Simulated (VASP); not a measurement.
# SiC (P6_3mc) in VASP: notebook, part 2 of 2

VASP 6.6.1. The steps go on from the part before.

## (3) Single point, PBEsol

This run uses another cell than the first one, of 9.92 Å³/atom, 0.988 times its volume.

File INCAR:

```
PREC = Accurate ; ENCUT = 520
EDIFF = 1E-6 ; ISMEAR = 0
SIGMA = 0.01 ; LREAL = False
LASPH = True ; NELM = 100
ALGO = Normal ; ISIF = 2
LWAVE = False ; LCHARG = True
GGA = PS ; LELF = True
LVHAR = True ; NBANDS = 16
```

File KPOINTS:

```
regular mesh
0
Gamma
  8 8 6
```

File POSCAR:

```
SiC
1.0
    3.0341541160      0.0000000000      0.0000000000
   -1.5170770580      2.6276545434      0.0000000000
    0.0000000000      0.0000000000      4.9769983131
Si C
2 2
Direct
    0.3333333333      0.6666666667      0.0045992683
    0.6666666667      0.3333333333      0.5045992683
    0.3333333333      0.6666666667      0.3804007317
    0.6666666667      0.3333333333      0.8804007317
```

Potentials or basis: VASP PAW PBE potentials, release 64 (Si, C).

The run is started by

```bash
$ cat potpaw_PBE.64/Si/POTCAR potpaw_PBE.64/C/POTCAR > POTCAR
$ mpirun -np 1 vasp_std > vasp.out
```

OUTCAR:

```text
PREC = Accurate
   ENCUT = 520
   EDIFF = 1E-6
   ISMEAR = 0
   LREAL = False
   LASPH = True
   NELM = 100
   ISIF = 2
   GGA = PS

 ion  position               nearest neighbor table
   1  0.333  0.667  0.005-   4 1.86   4 1.86   4 1.86   3 1.87   2 3.04   2 3.04   2 3.04   2 3.04
                             2 3.04   2 3.04
   2  0.667  0.333  0.505-   3 1.86   3 1.86   3 1.86   4 1.87   1 3.04   1 3.04   1 3.04   1 3.04
                             1 3.04   1 3.04
   3  0.333  0.667  0.380-   2 1.86   2 1.86   2 1.86   1 1.87
   4  0.667  0.333  0.880-   1 1.86   1 1.86   1 1.86   2 1.87

  LATTYP: Found a hexagonal cell.
 ALAT       =     3.0341541160
 C/A-ratio  =     1.6403248229

  Lattice vectors:

 A1 = (   3.0341541160,   0.0000000000,   0.0000000000)
 A2 = (  -1.5170770580,   2.6276545434,   0.0000000000)
 A3 = (   0.0000000000,   0.0000000000,   4.9769983131)

Analysis of symmetry for initial positions (statically):
=====================================================================
 Subroutine PRICEL returns:
 Original cell was already a primitive cell.

 Routine SETGRP: Setting up the symmetry group for a
 hexagonal supercell.

 Subroutine GETGRP returns: Found 12 space group operations
 (whereof  6 operations were pure point group operations)
 out of a pool of 24 trial point group operations.

The static configuration has the point symmetry C_3v.
 The point group associated with its full space group is C_6v.

Analysis of symmetry for dynamics (positions and initial velocities):
=====================================================================
 Subroutine PRICEL returns:
 Original cell was already a primitive cell.

 Routine SETGRP: Setting up the symmetry group for a
 hexagonal supercell.

 Subroutine GETGRP returns: Found 12 space group operations
 (whereof  6 operations were pure point group operations)
 out of a pool of 24 trial point group operations.

The dynamic configuration has the point symmetry C_3v.
 The point group associated with its full space group is C_6v.

 Subroutine INISYM returns: Found 12 space group operations
 (whereof  6 operations are pure point group operations),
 and found     1 'primitive' translations

----------------------------------------------------------------------------------------

                                     Primitive cell

  volume of cell :      39.6802

  direct lattice vectors                    reciprocal lattice vectors
     3.034154116  0.000000000  0.000000000     0.329581149  0.190283765  0.000000000
    -1.517077058  2.627654543  0.000000000     0.000000000  0.380567530  0.000000000
     0.000000000  0.000000000  4.976998313     0.000000000  0.000000000  0.200924320

  length of vectors
     3.034154116  3.034154116  4.976998313     0.380567530  0.380567530  0.200924320

  position of ions in fractional coordinates (direct lattice)
     0.333333333  0.666666667  0.004599268
     0.666666667  0.333333333  0.504599268
     0.333333333  0.666666667  0.380400732
     0.666666667  0.333333333  0.880400732

  ion indices of the primitive-cell ions
   primitive index   ion index
                 1           1
[... 28 lines left out ...]
 Found     40 irreducible k-points:

 Following reciprocal coordinates:
            Coordinates               Weight
  0.000000  0.000000  0.000000      1.000000
  0.125000  0.000000  0.000000      6.000000
  0.250000  0.000000  0.000000      6.000000
  0.375000  0.000000  0.000000      6.000000
  0.500000  0.000000  0.000000      3.000000
  0.125000  0.125000  0.000000      6.000000
[... 16 lines left out ...]
  0.250000  0.000000  0.333333     12.000000
  0.375000  0.000000  0.333333     12.000000
 [... further k-points ...]
   k-points           NKPTS =     40   k-points in BZ     NKDIM =     40   number of bands    NBANDS=     16
   number of dos      NEDOS =    301   number of ions     NIONS =      4
   total plane-waves  NPLWV =  23040
   dimension x,y,z NGX =    24 NGY =   24 NGZ =   40
   dimension x,y,z NGXF=    48 NGYF=   48 NGZF=   80
   ions per type =               2   2
   NGX,Y,Z   is equivalent  to a cutoff of  13.15, 13.15, 13.36 a.u.
   NGXF,Y,Z  is equivalent  to a cutoff of  26.30, 26.30, 26.72 a.u.
 SYSTEM =  unknown system
   PREC   = accura    normal or accurate (medium, high low for compatibility)
   ISTART =      0    job   : 0-new  1-cont  2-samecut
   ICHARG =      2    charge: 1-file 2-atom 10-const
   ISPIN  =      1    spin polarized calculation?
   LNONCOLLINEAR =      F non collinear calculations
   LSORBIT =      F    spin-orbit coupling
   LASPH  =      T    aspherical Exc in radial PAW
   ENCUT  =  520.0 eV  38.22 Ry    6.18 a.u.   5.64  5.64  9.25*2*pi/ulx,y,z
   NELM   =    100;   NELMIN=  2; NELMDL= -5     # of ELM steps
   EDIFF  = 0.1E-05   stopping-criterion for ELM
   LREAL  =      F    real-space projection
   EDIFFG = 0.1E-04   stopping-criterion for IOM
   NSW    =      0    number of steps for IOM
   IBRION =     -1    ionic relax: 0-MD 1-quasi-New 2-CG
   NFREE  =      0    steps in history (QN), initial steepest desc. (CG)
   ISIF   =      2    stress and relaxation
   ISYM   =      2    0-nonsym 1-usesym 2-fastsym
   POTIM  = 0.5000    time-step for ionic-motion
   TEBEG  =    0.0;   TEEND  =   0.0 temperature during run
   PSTRESS=    0.0 pullay stress
   NELECT =      16.0000    total number of electrons
   NUPDOWN=      -1.0000    fix difference up-down
   EMIN   =  10.00;   EMAX   =-10.00  energy-range for DOS
   EFERMI =   0.00;   METHOD = LEGACY
   ISMEAR =     0;   SIGMA  =   0.01  broadening in eV -4-tet -1-fermi 0-gaus
   EFERMI_NEDOS =   21; number of points for ismear=-14 and -15
   IALGO  =     38    algorithm
   IMIX   =      4    mixing-type and parameters
     AMIX     =   0.40;   BMIX     =  1.00
     AMIX_MAG =   1.60;   BMIX_MAG =  1.00
  volume/ion in A,a.u.               =       9.92        66.94
  Fermi-wavevector in a.u.,A,eV,Ry     =   1.209457  2.285542 19.902408  1.462786
  Thomas-Fermi vector in A             =   2.345034
   LORBIT       =      0    0 simple, 1 ext, 2 COOP (PROOUT), +10 PAW based schemes
   GGA     = PS    functional components
   LHFCALC =     F    Hartree Fock is set to
   AEXX    =    0.0000 exact exchange contribution
   IVDW    =     0    specifies the selected vdW correction
   LEPSILON=     F    determine dielectric tensor
   LRPA    =     F    only Hartree local field effects (RPA)
 non-spin polarized calculation
 Gauss-broadening in eV      SIGMA  =   0.01
  energy-cutoff  :      520.00
  volume of cell :       39.68
 maximum number of plane-waves:      1099
 NGX is ok and might be reduce to    24
   NGX = 11   NGY = 11   NGZ = 19

 number of electron      15.9999998 magnetization

 Free energy of the ion-electron system (eV)
  ---------------------------------------------------
  ext. energy  EPLUGINS =         0.00000000
  ---------------------------------------------------
  free energy    TOTEN  =       -31.76585068 eV

  energy without entropy =      -31.76585068  energy(sigma->0) =      -31.76585068

 E-fermi :   8.8224     XC(G=0): -11.6788

 val. band max:        8.6880784522   @ k =   0.0000   0.0000   0.0000
 cond. band min:      10.9978169305   @ k =   0.3750   0.2500   0.0000
 fundamental gap:      2.3097384783
 Fermi energy:         8.8223519188

 k-point     1 :       0.0000    0.0000    0.0000
  band No.  band energies     occupation
      1      -7.2387      2.00000
      2      -3.4718      2.00000
      3      -0.3183      2.00000
      4       7.3444      2.00000
      5       7.3444      2.00000
      6       8.5754      2.00000
[... 433 lines left out ...]
      3       0.9265      2.00000
      4       2.2261      2.00000
      5       4.5232      2.00000
      6       5.8922      2.00000
[... 8 lines left out ...]
     15      20.7064      0.00000
     16      21.0282      0.00000

 [... further k-points ...]

------------------------ aborting loop because EDIFF is reached ----------------------------------------

  FORCE on cell =-STRESS in cart. coord.  units (eV):
  Direction    XX          YY          ZZ          XY          YZ          ZX
  --------------------------------------------------------------------------------------
  -------------------------------------------------------------------------------------
  Total        2.5693883      2.5693883      2.5737907      0.0000000      0.0000000      0.0000000
  in kB      103.7449421    103.7449421    103.9226976      0.0000000      0.0000000      0.0000000
  external PRESSURE =     103.8041939 kB  Pullay stress =       0.0000000 kB

 VOLUME and BASIS-vectors are now :
 -----------------------------------------------------------------------------
  energy-cutoff  :      520.00
  volume of cell :       39.68
      direct lattice vectors                 reciprocal lattice vectors
     3.034154116  0.000000000  0.000000000     0.329581149  0.190283765  0.000000000
    -1.517077058  2.627654543  0.000000000     0.000000000  0.380567530  0.000000000
     0.000000000  0.000000000  4.976998313     0.000000000  0.000000000  0.200924320

 POSITION                                       TOTAL-FORCE (eV/Angst)
 -----------------------------------------------------------------------------------
     -0.00000      1.75177      0.02289        -0.000000     -0.000000      0.000229
      1.51708      0.87588      2.51139        -0.000000     -0.000000      0.000229
     -0.00000      1.75177      1.89325         0.000000     -0.000000     -0.000229
      1.51708      0.87588      4.38175        -0.000000      0.000000     -0.000229
 -----------------------------------------------------------------------------------
    total drift:                               -0.000000      0.000000     -0.000193

  FREE ENERGIE OF THE ION-ELECTRON SYSTEM (eV)
  ---------------------------------------------------
  free  energy   TOTEN  =       -31.7658506829 eV

  energy  without entropy=      -31.7658506829  energy(sigma->0) =      -31.76585068
```

OSZICAR:

```text
N       E                     dE             d eps       ncg     rms          rms(c)
DAV:   1     0.225876494007E+02    0.22588E+02   -0.71640E+03  1280   0.895E+02
DAV:   2    -0.332306384203E+02   -0.55818E+02   -0.51322E+02  1824   0.159E+02
DAV:   3    -0.356036861892E+02   -0.23730E+01   -0.23651E+01  1688   0.302E+01
DAV:   4    -0.356200405959E+02   -0.16354E-01   -0.16352E-01  1560   0.306E+00
DAV:   5    -0.356201922918E+02   -0.15170E-03   -0.15169E-03  1592   0.280E-01    0.130E+01
DAV:   6    -0.319270198582E+02    0.36932E+01   -0.62149E+00  1632   0.154E+01    0.605E+00
DAV:   7    -0.317984526781E+02    0.12857E+00   -0.11696E+00  1784   0.631E+00    0.250E+00
DAV:   8    -0.317693695818E+02    0.29083E-01   -0.60086E-02  1512   0.148E+00    0.617E-01
DAV:   9    -0.317657125849E+02    0.36570E-02   -0.73115E-03  1600   0.578E-01    0.110E-01
DAV:  10    -0.317658451255E+02   -0.13254E-03   -0.65619E-04  1528   0.154E-01    0.516E-02
DAV:  11    -0.317658505635E+02   -0.54380E-05   -0.30600E-05  1656   0.416E-02    0.117E-02
DAV:  12    -0.317658506829E+02   -0.11939E-06   -0.28611E-06  1576   0.105E-02
   1 F= -.31765851E+02 E0= -.31765851E+02  d E =-.147008E-82
```

stdout:

```text
POSCAR found type information on POSCAR SiC
 POSCAR found :  2 types and       4 ions
 scaLAPACK will be used
 -----------------------------------------------------------------------------
|                                                                             |
|                                                                             |
|     You enforced a specific xc type in the INCAR file but a different       |
|     I HOPE YOU KNOW WHAT YOU ARE DOING!                                     |
|                                                                             |
 -----------------------------------------------------------------------------

 LDA part: xc-table for (Slater+PW92), standard interpolation
 POSCAR, INCAR and KPOINTS ok, starting setup
 FFT: planning ... GRIDC
 FFT: planning ... GRID_SOFT
 FFT: planning ... GRID
 WAVECAR not read
 entering main loop
```

It took 38 s on 1 thread of Intel Xeon 8259CL, shared host; peak memory 0.16 GiB.

What came out:

```
Free energy            : -31.7659 eV
Pressure               : 10.4 GPa
Band gap on the k mesh : 2.31 eV, indirect (least direct gap 3.93 eV)
```

Caveat: the PAW data sets were made with another functional, which shifts forces and pressure a little.

## (4) Single point, PBEsol

This run uses another cell than the first one, of 9.92 Å³/atom, 0.988 times its volume.

File INCAR:

```
SYSTEM = SiC
  PREC = Accurate
  ENCUT = 520
  EDIFF = 1E-6
  ISMEAR = 0
  SIGMA = 0.01
  LREAL = .FALSE.
  LASPH = .TRUE.
  NELM = 80
  ALGO = Normal
  ISIF = 2
  LWAVE = .FALSE.
  LCHARG = .TRUE.
  GGA = PS
  LELF = .TRUE.
  LVHAR = .TRUE.
  NBANDS = 16
```

File KPOINTS:

```
Automatic mesh
0
G
  8 8 6
  0 0 0
```

POSCAR is that of step 3.

The run is started by

```bash
$ cat potpaw_PBE.64/Si/POTCAR potpaw_PBE.64/C/POTCAR > POTCAR
$ mpirun -np 1 vasp_std > vasp.out
```

Wall time 41 s (1 thread of Intel Xeon 8259CL, shared host); peak memory 0.16 GiB.

It converged, with:

* Free energy: -31.7659 eV
* Pressure: 10.4 GPa
* Band gap on the k mesh: 2.31 eV, indirect (least direct gap 3.93 eV)

Levels at points of the mesh, in eV from the valence-band top:
```
           k point  band 5  band 6  band 7  band 8  band 9  band 10  band 11  band 12
(0.00, 0.00, 0.00)   -1.34   -0.11    0.00    0.00    5.08     6.59     6.84     6.84
(0.50, 0.00, 0.00)   -5.62   -3.46   -3.43   -1.21    2.72     4.16     7.11     7.20
(0.00, 0.00, 0.50)   -0.72   -0.72   -0.72   -0.72    6.18     6.18     7.49     7.49
(0.50, 0.00, 0.50)   -2.52   -2.52   -2.38   -2.38    3.26     3.26     5.34     5.34
```

Caveat: the PAW data sets were made with another functional, which shifts forces and pressure a little. As with any semilocal functional, this PBEsol gap is likely too small.
